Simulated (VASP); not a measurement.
# InSe (R3m) in VASP: single point with r2SCAN

Aim: the single point of InSe with r2SCAN.

Program: VASP 6.6.1. These are calculated values, not measurements. Logs are shortened: lines on timing, memory, paths and dates and some standing lists are left out, and cuts for length are marked.

**Experimental background.**

From “The Interaction of Hydrogen with the van der Waals Crystal γ-InSe”, 2020, pmc:7321205, for a bulk crystal of InSe at 300 K: band gap 1.25 eV.

How close the calculation comes is told below.

## 1. The cell of the first run

It takes space group R3m (No. 160, trigonal). Conventional cell: a = 4.000 Å, b = 4.000 Å, c = 25.320 Å, α = 90.00°, β = 90.00°, γ = 120.00°. Within 3.5 Å of In (site symmetry 3m) lie 3 Se at 2.64 Å and 1 In at 2.82 Å. In (site symmetry 3m) has 3 Se at 2.63 Å and 1 In at 2.82 Å within 3.5 Å. Se (site symmetry 3m) has 3 In at 2.64 Å within 3.5 Å. Within 3.5 Å of Se (site symmetry 3m) lie 3 In at 2.63 Å.

## 2. Single point, r2SCAN

File POSCAR:

```
InSe
1.0
    2.0000000000      1.1547005400      8.4400000000
   -2.0000000000      1.1547005400      8.4400000000
    0.0000000000     -2.3094010800      8.4400000000
In Se
2 2
Direct
    0.0000000000      0.0000000000      0.0000000000
    0.1114000000      0.1114000000      0.1114000000
    0.6165000000      0.6165000000      0.6165000000
    0.8281000000      0.8281000000      0.8281000000
```

File INCAR.step1:

```
ALGO     = Normal         # electronic algorithm
EDIFF    = 1E-4           # SCF threshold, eV
ENCUT    = 520            # plane-wave cutoff, eV
GGA      = PE             # functional
ISMEAR   = 0              # smearing method
LASPH    = T              # aspherical terms in the spheres
LCHARG   = F              # write CHGCAR
LREAL    = F              # projectors in reciprocal space
LWAVE    = T              # write WAVECAR
NBANDS   = 27             # bands
NELM     = 60             # most SCF steps
PREC     = Accurate       # precision mode
SIGMA    = 0.01           # smearing width, eV
```

File INCAR.step2:

```
ALGO     = Normal         # electronic algorithm
EDIFF    = 1E-7           # SCF threshold, eV
ENCUT    = 520            # plane-wave cutoff, eV
ISIF     = 2              # what is computed and relaxed
ISMEAR   = 0              # smearing method
ISTART   = 1            
LASPH    = T              # aspherical terms in the spheres
LCHARG   = F              # write CHGCAR
LMIXTAU  = T            
LREAL    = F              # projectors in reciprocal space
LWAVE    = F              # write WAVECAR
METAGGA  = R2SCAN         # meta-GGA
NBANDS   = 27             # bands
NELM     = 60             # most SCF steps
PREC     = Accurate       # precision mode
SIGMA    = 0.01           # smearing width, eV
```

File KPOINTS:

```
k-points
0
Gamma
  6 6 6
```

Potentials or basis: VASP PAW PBE potentials, release 64 (In_d, Se).

The run is started by

```console
cat potpaw_PBE.64/In_d/POTCAR potpaw_PBE.64/Se/POTCAR > POTCAR
cp INCAR.step1 INCAR
mpirun -np 1 vasp_std > vasp.out
cp INCAR.step2 INCAR
mpirun -np 1 vasp_std > vasp.out
```

OUTCAR:

```text
EDIFF = 1E-7
   ENCUT = 520
   ISIF = 2
   ISMEAR = 0
   ISTART = 1
   LASPH = T
   LREAL = F
   METAGGA = R2SCAN
   NELM = 60
   PREC = Accurate

 ion  position               nearest neighbor table
   1  0.000  0.000  0.000-   3 2.64   3 2.64   3 2.64   2 2.82
   2  0.111  0.111  0.111-   4 2.63   4 2.63   4 2.63   1 2.82
   3  0.617  0.617  0.617-   1 2.64   1 2.64   1 2.64
   4  0.828  0.828  0.828-   2 2.63   2 2.63   2 2.63

  LATTYP: Found a trigonal (rhomboedric) cell.
 ALAT       =     8.7502533299
 COS(alpha) =     0.8955162540

  Lattice vectors:

 A1 = (   2.0000000000,   1.1547005400,   8.4400000000)
 A2 = (  -2.0000000000,   1.1547005400,   8.4400000000)
 A3 = (   0.0000000000,  -2.3094010800,   8.4400000000)

Analysis of symmetry for initial positions (statically):
=====================================================================
 Subroutine PRICEL returns:
 Original cell was already a primitive cell.

 Routine SETGRP: Setting up the symmetry group for a
 trigonal (rhombohedral) supercell.

 Subroutine GETGRP returns: Found  6 space group operations
 (whereof  6 operations were pure point group operations)
 out of a pool of 12 trial point group operations.

The static configuration has the point symmetry C_3v.

Analysis of symmetry for dynamics (positions and initial velocities):
=====================================================================
 Subroutine PRICEL returns:
 Original cell was already a primitive cell.

 Routine SETGRP: Setting up the symmetry group for a
 trigonal (rhombohedral) supercell.

 Subroutine GETGRP returns: Found  6 space group operations
 (whereof  6 operations were pure point group operations)
 out of a pool of 12 trial point group operations.

The dynamic configuration has the point symmetry C_3v.

 Subroutine INISYM returns: Found  6 space group operations
 (whereof  6 operations are pure point group operations),
 and found     1 'primitive' translations

----------------------------------------------------------------------------------------

                                     Primitive cell

  volume of cell :     116.9481

  direct lattice vectors                    reciprocal lattice vectors
     2.000000000  1.154700540  8.440000000     0.250000000  0.144337567  0.039494471
    -2.000000000  1.154700540  8.440000000    -0.250000000  0.144337567  0.039494471
     0.000000000 -2.309401080  8.440000000     0.000000000 -0.288675134  0.039494471

  length of vectors
     8.750253330  8.750253330  8.750253331     0.291364285  0.291364285  0.291364285

  position of ions in fractional coordinates (direct lattice)
     0.000000000  0.000000000  0.000000000
     0.111400000  0.111400000  0.111400000
     0.616500000  0.616500000  0.616500000
     0.828100000  0.828100000  0.828100000

  ion indices of the primitive-cell ions
   primitive index   ion index
                 1           1
                 2           2
                 3           3
                 4           4

----------------------------------------------------------------------------------------

 KPOINTS: k-points

Automatic generation of k-mesh.
 Grid dimensions read from file:
 generate k-points for:    6    6    6

 Generating k-lattice:

  Cartesian coordinates                     Fractional coordinates (reciprocal lattice)
     0.041666667  0.024056261  0.006582412     0.166666667  0.000000000 -0.000000000
    -0.041666667  0.024056261  0.006582412     0.000000000  0.166666667 -0.000000000
     0.000000000 -0.048112522  0.006582412    -0.000000000 -0.000000000  0.166666667

  Length of vectors
     0.048560714  0.048560714  0.048560714

  Shift w.r.t. Gamma in fractional coordinates (k-lattice)
     0.000000000  0.000000000  0.000000000

 Subroutine IBZKPT returns following result:
 ===========================================

 Found     32 irreducible k-points:

 Following reciprocal coordinates:
            Coordinates               Weight
  0.000000  0.000000  0.000000      1.000000
  0.166667  0.000000 -0.000000      6.000000
  0.333333 -0.000000 -0.000000      6.000000
  0.500000  0.000000 -0.000000      3.000000
  0.166667  0.166667 -0.000000      6.000000
  0.333333  0.166667 -0.000000     12.000000
[... 16 lines left out ...]
  0.500000  0.500000  0.166667      6.000000
 -0.333333  0.500000  0.166667     12.000000
 [... further k-points ...]
   k-points           NKPTS =     32   k-points in BZ     NKDIM =     32   number of bands    NBANDS=     27
   number of dos      NEDOS =    301   number of ions     NIONS =      4
   total plane-waves  NPLWV = 343000
   dimension x,y,z NGX =    70 NGY =   70 NGZ =   70
   dimension x,y,z NGXF=   140 NGYF=  140 NGZF=  140
   ions per type =               2   2
   NGX,Y,Z   is equivalent  to a cutoff of  13.30, 13.30, 13.30 a.u.
   NGXF,Y,Z  is equivalent  to a cutoff of  26.60, 26.60, 26.60 a.u.
 SYSTEM =  unknown system
   PREC   = accura    normal or accurate (medium, high low for compatibility)
   ISTART =      1    job   : 0-new  1-cont  2-samecut
   ICHARG =      0    charge: 1-file 2-atom 10-const
   ISPIN  =      1    spin polarized calculation?
   LNONCOLLINEAR =      F non collinear calculations
   LSORBIT =      F    spin-orbit coupling
   LASPH  =      T    aspherical Exc in radial PAW
   ENCUT  =  520.0 eV  38.22 Ry    6.18 a.u.  16.27 16.27 16.27*2*pi/ulx,y,z
   NELM   =     60;   NELMIN=  2; NELMDL=  0     # of ELM steps
   EDIFF  = 0.1E-06   stopping-criterion for ELM
   LREAL  =      F    real-space projection
   EDIFFG = 0.1E-05   stopping-criterion for IOM
   NSW    =      0    number of steps for IOM
   IBRION =     -1    ionic relax: 0-MD 1-quasi-New 2-CG
   NFREE  =      0    steps in history (QN), initial steepest desc. (CG)
   ISIF   =      2    stress and relaxation
   ISYM   =      2    0-nonsym 1-usesym 2-fastsym
   POTIM  = 0.5000    time-step for ionic-motion
   TEBEG  =    0.0;   TEEND  =   0.0 temperature during run
   PSTRESS=    0.0 pullay stress
   NELECT =      38.0000    total number of electrons
   NUPDOWN=      -1.0000    fix difference up-down
   EMIN   =  10.00;   EMAX   =-10.00  energy-range for DOS
   EFERMI =   0.00;   METHOD = LEGACY
   ISMEAR =     0;   SIGMA  =   0.01  broadening in eV -4-tet -1-fermi 0-gaus
   EFERMI_NEDOS =   21; number of points for ismear=-14 and -15
   IALGO  =     38    algorithm
   IMIX   =      4    mixing-type and parameters
     AMIX     =   0.40;   BMIX     =  1.00
     AMIX_MAG =   1.60;   BMIX_MAG =  1.00
  volume/ion in A,a.u.               =      29.24       197.30
  Fermi-wavevector in a.u.,A,eV,Ry     =   1.125481  2.126852 17.234615  1.266709
  Thomas-Fermi vector in A             =   2.262159
   LORBIT       =      0    0 simple, 1 ext, 2 COOP (PROOUT), +10 PAW based schemes
   METAGGA = R2SCAN    functional components
   LHFCALC =     F    Hartree Fock is set to
   AEXX    =    0.0000 exact exchange contribution
   IVDW    =     0    specifies the selected vdW correction
   LEPSILON=     F    determine dielectric tensor
   LRPA    =     F    only Hartree local field effects (RPA)
 non-spin polarized calculation
 Gauss-broadening in eV      SIGMA  =   0.01
  energy-cutoff  :      520.00
  volume of cell :      116.95
 maximum number of plane-waves:      3181
 NGX is ok and might be reduce to    70
   NGX = 33   NGY = 33   NGZ = 33

 number of electron      37.9999998 magnetization

 Free energy of the ion-electron system (eV)
  ---------------------------------------------------
  ext. energy  EPLUGINS =         0.00000000
  ---------------------------------------------------
  free energy    TOTEN  =       -76.45220207 eV

  energy without entropy =      -76.45220207  energy(sigma->0) =      -76.45220207

 E-fermi :   3.9414     XC(G=0):  -9.4381

 val. band max:        3.8749397658   @ k =   0.5000   0.5000   0.5000
 cond. band min:       4.7332777213   @ k =   0.5000   0.5000   0.5000
 fundamental gap:      0.8583379554
 Fermi energy:         3.9413998966

 k-point     1 :       0.0000    0.0000    0.0000
  band No.  band energies     occupation
      1     -11.4024      2.00000
      2     -11.2330      2.00000
      3     -11.2330      2.00000
      4     -11.1539      2.00000
      5     -11.1539      2.00000
      6     -11.1169      2.00000
[... 19 lines left out ...]
     26       9.8190      0.00000
     27      11.9683      0.00000

 k-point     2 :       0.1667    0.0000   -0.0000
  band No.  band energies     occupation
      1     -11.4287      2.00000
      2     -11.3132      2.00000
      3     -11.2753      2.00000
      4     -11.2261      2.00000
      5     -11.1338      2.00000
      6     -11.1243      2.00000
[... 19 lines left out ...]
     26      10.4083      0.00000
     27      11.1773      0.00000

 k-point     3 :       0.3333   -0.0000   -0.0000
  band No.  band energies     occupation
      1     -11.5458      2.00000
      2     -11.4346      2.00000
      3     -11.3320      2.00000
      4     -11.2204      2.00000
      5     -11.1390      2.00000
      6     -11.0942      2.00000
[... 19 lines left out ...]
     26      11.0092      0.00000
     27      11.6512      0.00000

 k-point     4 :       0.5000    0.0000   -0.0000
  band No.  band energies     occupation
      1     -11.6009      2.00000
      2     -11.4962      2.00000
      3     -11.3273      2.00000
      4     -11.2202      2.00000
      5     -11.1460      2.00000
      6     -11.0750      2.00000
[... 19 lines left out ...]
     26      10.7708      0.00000
     27      11.3675      0.00000

 k-point     5 :       0.1667    0.1667   -0.0000
  band No.  band energies     occupation
      1     -11.4281      2.00000
      2     -11.3127      2.00000
      3     -11.2765      2.00000
      4     -11.2263      2.00000
      5     -11.1337      2.00000
      6     -11.1243      2.00000
[... 19 lines left out ...]
     26      10.3626      0.00000
     27      11.2504      0.00000

 k-point     6 :       0.3333    0.1667   -0.0000
  band No.  band energies     occupation
      1     -11.5090      2.00000
      2     -11.3998      2.00000
      3     -11.3331      2.00000
      4     -11.2258      2.00000
      5     -11.1295      2.00000
      6     -11.1090      2.00000
[... 444 lines left out ...]
      1     -11.5830      2.00000
      2     -11.4949      2.00000
      3     -11.3270      2.00000
      4     -11.2321      2.00000
      5     -11.1327      2.00000
      6     -11.0862      2.00000
[... 19 lines left out ...]
     26      11.2032      0.00000
     27      12.0185      0.00000

 k-point    22 :      -0.1667    0.3333    0.1667
  band No.  band energies     occupation
      1     -11.5867      2.00000
      2     -11.4906      2.00000
      3     -11.3274      2.00000
      4     -11.2321      2.00000
      5     -11.1326      2.00000
      6     -11.0862      2.00000
[... 19 lines left out ...]
     26      11.4971      0.00000
     27      12.1192      0.00000

 k-point    23 :       0.5000    0.5000    0.1667
  band No.  band energies     occupation
      1     -11.5352      2.00000
      2     -11.4474      2.00000
      3     -11.3303      2.00000
      4     -11.2208      2.00000
      5     -11.1389      2.00000
      6     -11.0939      2.00000
[... 19 lines left out ...]
     26      11.3724      0.00000
     27      11.7148      0.00000

 k-point    24 :      -0.3333    0.5000    0.1667
  band No.  band energies     occupation
      1     -11.5807      2.00000
      2     -11.4974      2.00000
      3     -11.3267      2.00000
      4     -11.2323      2.00000
      5     -11.1326      2.00000
      6     -11.0861      2.00000
[... 19 lines left out ...]
     26      11.5603      0.00000
     27      11.9521      0.00000

 [... further k-points ...]

------------------------ aborting loop because EDIFF is reached ----------------------------------------

  FORCE on cell =-STRESS in cart. coord.  units (eV):
  Direction    XX          YY          ZZ          XY          YZ          ZX
  --------------------------------------------------------------------------------------
  -------------------------------------------------------------------------------------
  Total        1.1006664      1.1006664      0.2633124      0.0000000      0.0000000      0.0000000
  in kB       15.0790239     15.0790240      3.6073542      0.0000000      0.0000000      0.0000000
  external PRESSURE =      11.2551340 kB  Pullay stress =       0.0000000 kB

 VOLUME and BASIS-vectors are now :
 -----------------------------------------------------------------------------
  energy-cutoff  :      520.00
  volume of cell :      116.95
      direct lattice vectors                 reciprocal lattice vectors
     2.000000000  1.154700540  8.440000000     0.250000000  0.144337567  0.039494471
    -2.000000000  1.154700540  8.440000000    -0.250000000  0.144337567  0.039494471
     0.000000000 -2.309401080  8.440000000     0.000000000 -0.288675134  0.039494471

 POSITION                                       TOTAL-FORCE (eV/Angst)
 -----------------------------------------------------------------------------------
      0.00000      0.00000      0.00000         0.000000      0.000000      0.232433
      0.00000      0.00000      2.82065         0.000000     -0.000000     -0.249311
      0.00000      0.00000     15.60978         0.000000     -0.000000     -0.027346
      0.00000      0.00000     20.96749         0.000000     -0.000000      0.044224
 -----------------------------------------------------------------------------------
    total drift:                               -0.000000     -0.000000     -0.000343

  FREE ENERGIE OF THE ION-ELECTRON SYSTEM (eV)
  ---------------------------------------------------
  free  energy   TOTEN  =       -76.4522020653 eV

  energy  without entropy=      -76.4522020653  energy(sigma->0) =      -76.45220207
```

Wall time 43 min (1 thread of Intel Xeon 6975P-C (Granite Rapids), shared host); peak memory 0.78 GiB.

Results:

```
Free energy            : -76.4522 eV
Pressure               : 1.1 GPa
Largest force          : 0.249 eV/Å
Band gap on the k mesh : 0.86 eV, direct
```

Forces on the atoms (eV/Å):
```
In   0.000  0.000  0.232
In   0.000  0.000 -0.249
Se   0.000  0.000 -0.027
Se   0.000  0.000  0.044
```

Stress tensor (GPa, compression positive):
```
1.51 0.00 0.00
0.00 1.51 0.00
0.00 0.00 0.36
```

Caveat: the PAW data sets were made with another functional, which shifts forces and pressure a little; spin-orbit coupling is left out, which moves the levels of the heavy elements.

## 3. How close it comes

Step 2. Measured gap of InSe: 1.25 eV (300 K; “The Interaction of Hydrogen with the van der Waals Crystal γ-InSe”, 2020, pmc:7321205). This calculation gives 0.86 eV (-0.39 eV). Spin-orbit coupling on In, Se is left out. The value is that of r2SCAN on a finite k mesh, which can miss the band edges, without temperature or zero-point motion.
